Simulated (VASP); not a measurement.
# CaPd4: single point with PBE

Crystal: CaPd4.

```
Ca Pd
1.0
     4.82499    0.00000    0.00000
     0.00000    4.82499    0.00000
     0.00000    0.00000    4.82499
Ca Pd
1 4
Direct
  0.50000 0.50000 0.50000
  0.00000 0.50000 0.50000
  0.50000 0.00000 0.50000
  0.50000 0.50000 0.00000
  0.00000 0.00000 0.00000
```

The cell was built from a structure type or drawn by symmetry, and may not be a known phase.

| Quantity | Value |
| --- | --- |
| Program | VASP 6.6.1 |
| Task | single point |
| Functional | PBE |
| Potentials or basis | VASP PAW PBE potentials, release 64 (Ca_sv, Pd) |
| Cutoff | 520 eV |
| k mesh | 4 × 4 × 4 |
| Occupations | gaussian, width 0.1 eV |
| Spin | no spin polarisation |
| Dipole correction | no |
| Further INCAR settings | ALGO = Normal; EDIFF = 1e-07; NBANDS = 33 |

| Quantity | Value |
| --- | --- |
| Pressure | 0.5 GPa |
| Band gap on the k mesh | zero (bands 25 and 26 overlap by 0.99 eV) |

Levels at points of the mesh, in eV from the Fermi level:
| k point | band 21 | band 22 | band 23 | band 24 | band 25 | band 26 | band 27 | band 28 | band 29 | band 30 |
| --- | --- | --- | --- | --- | --- | --- | --- | --- | --- | --- |
| (0.00, 0.00, 0.00) | -0.32 | -0.32 | -0.03 | -0.03 | -0.03 | 2.98 | 2.98 | 2.98 | 3.44 | 3.44 |
| (0.50, 0.00, 0.00) | -0.75 | -0.70 | -0.70 | -0.45 | -0.35 | -0.03 | 3.17 | 4.73 | 4.73 | 4.83 |
| (0.50, 0.50, 0.00) | -0.78 | -0.63 | -0.63 | -0.56 | 0.87 | 0.87 | 0.94 | 1.21 | 4.52 | 4.82 |
| (0.50, 0.50, 0.50) | -0.43 | -0.43 | -0.15 | -0.15 | 0.81 | 0.81 | 0.81 | 2.42 | 3.25 | 3.25 |

Wall time 53 s on 1 thread of Intel Xeon 8259CL, with other jobs on the host, peak memory 0.21 GiB.
